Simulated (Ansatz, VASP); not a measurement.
## CoO: VASP beside Ansatz

```
Co O
1.0
     0.00000    2.13150    2.13150
     2.13150    0.00000    2.13150
     2.13150    2.13150    0.00000
Co O
1 1
Direct
  0.00000 0.00000 0.00000
  0.50000 0.50000 0.50000
```

Alike in both runs: task single point; functional PBE; k mesh 9 × 9 × 9; occupations fermi-dirac, width 0.05 eV; collinear spin; fixed moment 0.5 μB.

```csv
,VASP,Ansatz
version,VASP 6.6.1,Ansatz 0.2.0
potentials or method,"VASP PAW PBE potentials, release 64 (Co_sv, O)",Ansatz PAW
plane-wave cutoff (eV),700,420
valence electrons in the cell,23,23
```

```csv
,VASP,Ansatz,Ansatz less VASP
pressure (GPa),-19.2,-18.2,+1.00
net moment per atom (μB),0.25,0.25,0.000
size of the moment on the site where the two differ most (μB),0.51,0.50,-0.010
```

Site moments also hang on the region over which each program counts them. The functional is the same, so the differences come from potentials, cutoffs and numerics.
